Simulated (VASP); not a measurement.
# AlN (P6_3mc) in VASP: a series of runs

Runs on AlN. Level: PBEsol. Tasks: single point.

All numbers are computed with VASP 6.6.1; they aren't measurements. Logs are shortened: lines on timing, memory, paths and dates and some standing lists are left out, and cuts for length are marked.

## (1) The cell of the first run

The structure is hexagonal, space group P6_3mc (No. 186). Conventional cell: a = 3.238 Å, b = 3.238 Å, c = 5.382 Å, α = 90.00°, β = 90.00°, γ = 120.00°. Within 2.6 Å of Al (site symmetry 3m) lie 4 N at 1.97 to 2.06 Å. N (site symmetry 3m) has 4 Al at 1.97 to 2.06 Å within 2.6 Å.

## (2) Single point, PBEsol (strain +0.040 along x and y, +0.080 along z)

INCAR reads:

```
ALGO = Normal
EDIFF = 1E-6
ENCUT = 600
GGA = PS
GGA_COMPAT = F
ISIF = 2
ISMEAR = 0
LASPH = T
LCHARG = F
LREAL = F
LWAVE = F
NBANDS = 16
NELM = 120
PREC = Accurate
SIGMA = 0.05
```

KPOINTS reads:

```
k-points
0
Gamma
  12 12 6
```

POSCAR reads:

```
AlN
1.0
    3.2382403522      0.0000000000      0.0000000000
   -1.6191201761      2.8043984086      0.0000000000
    0.0000000000      0.0000000000      5.3820898701
Al N
2 2
Direct
    0.3333333333      0.6666666667      0.0015080761
    0.6666666667      0.3333333333      0.5015080761
    0.3333333333      0.6666666667      0.3834919239
    0.6666666667      0.3333333333      0.8834919239
```

Potentials or basis: VASP PAW PBE potentials, release 64 (Al, N).

Run with:

```
> cat potpaw_PBE.64/Al/POTCAR potpaw_PBE.64/N/POTCAR > POTCAR
> mpirun -np 1 vasp_std > vasp.out
```

OUTCAR:

```text
EDIFF = 1E-6
   ENCUT = 600
   GGA = PS
   ISIF = 2
   ISMEAR = 0
   LASPH = T
   LREAL = F
   NELM = 120
   PREC = Accurate

 ion  position               nearest neighbor table
   1  0.333  0.667  0.002-   4 1.97   4 1.97   4 1.97   3 2.06   2 3.28   2 3.28   2 3.28   2 3.28
                             2 3.28   2 3.28
   2  0.667  0.333  0.502-   3 1.97   3 1.97   3 1.97   4 2.06   1 3.28   1 3.28   1 3.28   1 3.28
                             1 3.28   1 3.28
   3  0.333  0.667  0.383-   2 1.97   2 1.97   2 1.97   1 2.06
   4  0.667  0.333  0.883-   1 1.97   1 1.97   1 1.97   2 2.06

  LATTYP: Found a hexagonal cell.
 ALAT       =     3.2382403522
 C/A-ratio  =     1.6620415055

  Lattice vectors:

 A1 = (   3.2382403522,   0.0000000000,   0.0000000000)
 A2 = (  -1.6191201761,   2.8043984086,   0.0000000000)
 A3 = (   0.0000000000,   0.0000000000,   5.3820898701)

Analysis of symmetry for initial positions (statically):
=====================================================================
 Subroutine PRICEL returns:
 Original cell was already a primitive cell.

 Routine SETGRP: Setting up the symmetry group for a
 hexagonal supercell.

 Subroutine GETGRP returns: Found 12 space group operations
 (whereof  6 operations were pure point group operations)
 out of a pool of 24 trial point group operations.

The static configuration has the point symmetry C_3v.
 The point group associated with its full space group is C_6v.

Analysis of symmetry for dynamics (positions and initial velocities):
=====================================================================
 Subroutine PRICEL returns:
 Original cell was already a primitive cell.

 Routine SETGRP: Setting up the symmetry group for a
 hexagonal supercell.

 Subroutine GETGRP returns: Found 12 space group operations
 (whereof  6 operations were pure point group operations)
 out of a pool of 24 trial point group operations.

The dynamic configuration has the point symmetry C_3v.
 The point group associated with its full space group is C_6v.

 Subroutine INISYM returns: Found 12 space group operations
 (whereof  6 operations are pure point group operations),
 and found     1 'primitive' translations

----------------------------------------------------------------------------------------

                                     Primitive cell

  volume of cell :      48.8765

  direct lattice vectors                    reciprocal lattice vectors
     3.238240352  0.000000000  0.000000000     0.308809690  0.178291358  0.000000000
    -1.619120176  2.804398409  0.000000000     0.000000000  0.356582716  0.000000000
     0.000000000  0.000000000  5.382089870     0.000000000  0.000000000  0.185801431

  length of vectors
     3.238240352  3.238240352  5.382089870     0.356582716  0.356582716  0.185801431

  position of ions in fractional coordinates (direct lattice)
     0.333333333  0.666666667  0.001508076
     0.666666667  0.333333333  0.501508076
     0.333333333  0.666666667  0.383491924
     0.666666667  0.333333333  0.883491924

  ion indices of the primitive-cell ions
   primitive index   ion index
                 1           1
                 2           2
                 3           3
                 4           4

----------------------------------------------------------------------------------------

 KPOINTS: k-points

Automatic generation of k-mesh.
 Grid dimensions read from file:
 generate k-points for:   12   12    6

 Generating k-lattice:

  Cartesian coordinates                     Fractional coordinates (reciprocal lattice)
     0.025734141  0.014857613  0.000000000     0.083333333 -0.000000000  0.000000000
     0.000000000  0.029715226  0.000000000     0.000000000  0.083333333  0.000000000
     0.000000000  0.000000000  0.030966905     0.000000000  0.000000000  0.166666667

  Length of vectors
     0.029715226  0.029715226  0.030966905

  Shift w.r.t. Gamma in fractional coordinates (k-lattice)
     0.000000000  0.000000000  0.000000000

 Subroutine IBZKPT returns following result:
 ===========================================

 Found     76 irreducible k-points:

 Following reciprocal coordinates:
            Coordinates               Weight
  0.000000  0.000000  0.000000      1.000000
  0.083333  0.000000  0.000000      6.000000
  0.166667  0.000000  0.000000      6.000000
  0.250000  0.000000  0.000000      6.000000
  0.333333  0.000000  0.000000      6.000000
  0.416667  0.000000  0.000000      6.000000
[... 16 lines left out ...]
  0.250000  0.000000  0.166667     12.000000
  0.333333  0.000000  0.166667     12.000000
 [... further k-points ...]
   k-points           NKPTS =     76   k-points in BZ     NKDIM =     76   number of bands    NBANDS=     16
   number of dos      NEDOS =    301   number of ions     NIONS =      4
   total plane-waves  NPLWV =  37632
   dimension x,y,z NGX =    28 NGY =   28 NGZ =   48
   dimension x,y,z NGXF=    56 NGYF=   56 NGZF=   96
   ions per type =               2   2
   NGX,Y,Z   is equivalent  to a cutoff of  14.37, 14.37, 14.83 a.u.
   NGXF,Y,Z  is equivalent  to a cutoff of  28.75, 28.75, 29.65 a.u.
 SYSTEM =  unknown system
   PREC   = accura    normal or accurate (medium, high low for compatibility)
   ISTART =      0    job   : 0-new  1-cont  2-samecut
   ICHARG =      2    charge: 1-file 2-atom 10-const
   ISPIN  =      1    spin polarized calculation?
   LNONCOLLINEAR =      F non collinear calculations
   LSORBIT =      F    spin-orbit coupling
   LASPH  =      T    aspherical Exc in radial PAW
   ENCUT  =  600.0 eV  44.10 Ry    6.64 a.u.   6.47  6.47 10.75*2*pi/ulx,y,z
   NELM   =    120;   NELMIN=  2; NELMDL= -5     # of ELM steps
   EDIFF  = 0.1E-05   stopping-criterion for ELM
   LREAL  =      F    real-space projection
   EDIFFG = 0.1E-04   stopping-criterion for IOM
   NSW    =      0    number of steps for IOM
   IBRION =     -1    ionic relax: 0-MD 1-quasi-New 2-CG
   NFREE  =      0    steps in history (QN), initial steepest desc. (CG)
   ISIF   =      2    stress and relaxation
   ISYM   =      2    0-nonsym 1-usesym 2-fastsym
   POTIM  = 0.5000    time-step for ionic-motion
   TEBEG  =    0.0;   TEEND  =   0.0 temperature during run
   PSTRESS=    0.0 pullay stress
   NELECT =      16.0000    total number of electrons
   NUPDOWN=      -1.0000    fix difference up-down
   EMIN   =  10.00;   EMAX   =-10.00  energy-range for DOS
   EFERMI =   0.00;   METHOD = LEGACY
   ISMEAR =     0;   SIGMA  =   0.05  broadening in eV -4-tet -1-fermi 0-gaus
   EFERMI_NEDOS =   21; number of points for ismear=-14 and -15
   IALGO  =     38    algorithm
   IMIX   =      4    mixing-type and parameters
     AMIX     =   0.40;   BMIX     =  1.00
     AMIX_MAG =   1.60;   BMIX_MAG =  1.00
  volume/ion in A,a.u.               =      12.22        82.46
  Fermi-wavevector in a.u.,A,eV,Ry     =   1.128275  2.132130 17.320273  1.273004
  Thomas-Fermi vector in A             =   2.264964
   LORBIT       =      0    0 simple, 1 ext, 2 COOP (PROOUT), +10 PAW based schemes
   GGA     = PS    functional components
   LHFCALC =     F    Hartree Fock is set to
   AEXX    =    0.0000 exact exchange contribution
   IVDW    =     0    specifies the selected vdW correction
   LEPSILON=     F    determine dielectric tensor
   LRPA    =     F    only Hartree local field effects (RPA)
 non-spin polarized calculation
 Gauss-broadening in eV      SIGMA  =   0.05
  energy-cutoff  :      600.00
  volume of cell :       48.88
 maximum number of plane-waves:      1677
 NGX is ok and might be reduce to    28
   NGX = 13   NGY = 13   NGZ = 21

 number of electron      15.9999999 magnetization

 Free energy of the ion-electron system (eV)
  ---------------------------------------------------
  ext. energy  EPLUGINS =         0.00000000
  ---------------------------------------------------
  free energy    TOTEN  =       -30.71791235 eV

  energy without entropy =      -30.71791235  energy(sigma->0) =      -30.71791235

 E-fermi :   4.7917     XC(G=0): -10.4401

 val. band max:        4.5468866735   @ k =   0.0000   0.0000   0.0000
 cond. band min:       7.4183923157   @ k =   0.0000   0.0000   0.0000
 fundamental gap:      2.8715056422
 Fermi energy:         4.7917351614

 k-point     1 :       0.0000    0.0000    0.0000
  band No.  band energies     occupation
      1      -9.6335      2.00000
      2      -8.0411      2.00000
      3      -0.8129      2.00000
      4       3.9678      2.00000
      5       3.9678      2.00000
      6       4.4874      2.00000
[... 8 lines left out ...]
     15      16.4162      0.00000
     16      16.4162      0.00000

 k-point     2 :       0.0833    0.0000    0.0000
  band No.  band energies     occupation
      1      -9.5570      2.00000
      2      -7.9947      2.00000
      3      -0.7162      2.00000
      4       3.5693      2.00000
      5       3.8664      2.00000
      6       4.0312      2.00000
[... 8 lines left out ...]
     15      16.1399      0.00000
     16      16.5063      0.00000

 k-point     3 :       0.1667    0.0000    0.0000
  band No.  band energies     occupation
      1      -9.3354      2.00000
      2      -7.8672      2.00000
      3      -0.4319      2.00000
      4       2.6088      2.00000
      5       3.1563      2.00000
      6       3.6236      2.00000
[... 8 lines left out ...]
     15      15.8369      0.00000
     16      16.4626      0.00000

 k-point     4 :       0.2500    0.0000    0.0000
  band No.  band energies     occupation
      1      -8.9937      2.00000
      2      -7.6946      2.00000
      3       0.0180      2.00000
      4       1.5196      2.00000
      5       2.2426      2.00000
      6       3.3402      2.00000
[... 8 lines left out ...]
     15      15.5224      0.00000
     16      16.8336      0.00000

 k-point     5 :       0.3333    0.0000    0.0000
  band No.  band energies     occupation
      1      -8.5820      2.00000
      2      -7.5399      2.00000
      3       0.4328      2.00000
      4       0.7266      2.00000
      5       1.4538      2.00000
      6       3.0915      2.00000
[... 8 lines left out ...]
     15      15.3825      0.00000
     16      17.5946      0.00000

 k-point     6 :       0.4167    0.0000    0.0000
  band No.  band energies     occupation
      1      -8.1920      2.00000
      2      -7.4745      2.00000
      3      -0.1219      2.00000
      4       0.8369      2.00000
      5       1.3210      2.00000
      6       2.9252      2.00000
[... 8 lines left out ...]
     15      15.9502      0.00000
     16      17.5792      0.00000
[... 267 lines left out ...]
 k-point    21 :       0.0833    0.0000    0.1667
  band No.  band energies     occupation
      1      -9.4754      2.00000
      2      -8.1344      2.00000
      3      -0.4337      2.00000
      4       3.5559      2.00000
      5       3.6924      2.00000
      6       3.9037      2.00000
[... 8 lines left out ...]
     15      15.9620      0.00000
     16      16.2695      0.00000

 k-point    22 :       0.1667    0.0000    0.1667
  band No.  band energies     occupation
      1      -9.2571      2.00000
      2      -7.9951      2.00000
      3      -0.1914      2.00000
      4       2.6236      2.00000
      5       2.9789      2.00000
      6       3.6692      2.00000
[... 8 lines left out ...]
     15      15.6833      0.00000
     16      16.4206      0.00000

 k-point    23 :       0.2500    0.0000    0.1667
  band No.  band energies     occupation
      1      -8.9218      2.00000
      2      -7.8025      2.00000
      3       0.1401      2.00000
      4       1.6135      2.00000
      5       2.1372      2.00000
      6       3.3932      2.00000
[... 8 lines left out ...]
     15      15.6227      0.00000
     16      16.8109      0.00000

 k-point    24 :       0.3333    0.0000    0.1667
  band No.  band energies     occupation
      1      -8.5206      2.00000
      2      -7.6196      2.00000
      3       0.1932      2.00000
      4       0.9557      2.00000
      5       1.5458      2.00000
      6       3.1495      2.00000
[... 8 lines left out ...]
     15      15.4251      0.00000
     16      17.4795      0.00000

 [... further k-points ...]

------------------------ aborting loop because EDIFF is reached ----------------------------------------

  FORCE on cell =-STRESS in cart. coord.  units (eV):
  Direction    XX          YY          ZZ          XY          YZ          ZX
  --------------------------------------------------------------------------------------
  -------------------------------------------------------------------------------------
  Total       -6.1985406     -6.1985406     -8.5122764      0.0000000     -0.0000000      0.0000000
  in kB     -203.1890469   -203.1890469   -279.0336377      0.0000000     -0.0000000      0.0000000
  external PRESSURE =    -228.4705771 kB  Pullay stress =       0.0000000 kB

 VOLUME and BASIS-vectors are now :
 -----------------------------------------------------------------------------
  energy-cutoff  :      600.00
  volume of cell :       48.88
      direct lattice vectors                 reciprocal lattice vectors
     3.238240352  0.000000000  0.000000000     0.308809690  0.178291358  0.000000000
    -1.619120176  2.804398409  0.000000000     0.000000000  0.356582716  0.000000000
     0.000000000  0.000000000  5.382089870     0.000000000  0.000000000  0.185801431

 POSITION                                       TOTAL-FORCE (eV/Angst)
 -----------------------------------------------------------------------------------
     -0.00000      1.86960      0.00812        -0.000000      0.000000      0.138385
      1.61912      0.93480      2.69916         0.000000     -0.000000      0.138385
     -0.00000      1.86960      2.06399        -0.000000     -0.000000     -0.138385
      1.61912      0.93480      4.75503         0.000000      0.000000     -0.138385
 -----------------------------------------------------------------------------------
    total drift:                               -0.000000      0.000000      0.000364

  FREE ENERGIE OF THE ION-ELECTRON SYSTEM (eV)
  ---------------------------------------------------
  free  energy   TOTEN  =       -30.7179123547 eV

  energy  without entropy=      -30.7179123547  energy(sigma->0) =      -30.71791235
```

It took 28 s on 1 thread of Intel Xeon 6975P-C (Granite Rapids), shared host; peak memory 0.21 GiB.

What came out:

- Free energy: -30.7179 eV
- Pressure: -22.8 GPa
- Largest force: 0.138 eV/Å
- Band gap on the k mesh: 2.87 eV

Forces on the atoms (eV/Å):
```
Al   0.000  0.000  0.138
Al   0.000  0.000  0.138
N    0.000  0.000 -0.138
N    0.000  0.000 -0.138
```

Stress tensor (GPa, compression positive):
```
-20.32   0.00   0.00
  0.00 -20.32   0.00
  0.00   0.00 -27.90
```

Levels at points of the mesh, in eV from the valence-band top:
```csv
k point,band 4,band 5,band 6,band 7,band 8,band 9,band 10,band 11,band 12,band 13
"(0.00, 0.00, 0.00)",-0.58,-0.58,-0.06,-0.06,0.00,2.87,5.68,9.21,10.34,10.34
"(0.50, 0.00, 0.00)",-3.89,-2.89,-1.68,-1.46,-0.59,5.23,5.42,6.84,9.10,10.08
"(0.00, 0.00, 0.50)",-3.15,-0.33,-0.33,-0.33,-0.33,5.29,5.29,8.94,8.94,10.65
"(0.50, 0.00, 0.50)",-4.97,-1.22,-1.22,-1.18,-1.18,4.65,4.65,8.21,8.21,10.08
```

Caveat: the cell differs from its parent crystal (strain +0.040 along x and y, +0.080 along z); the cell stands under tension; the PAW data sets were made with another functional, which shifts forces and pressure a little.

(Part 1 of 2 ends here.)
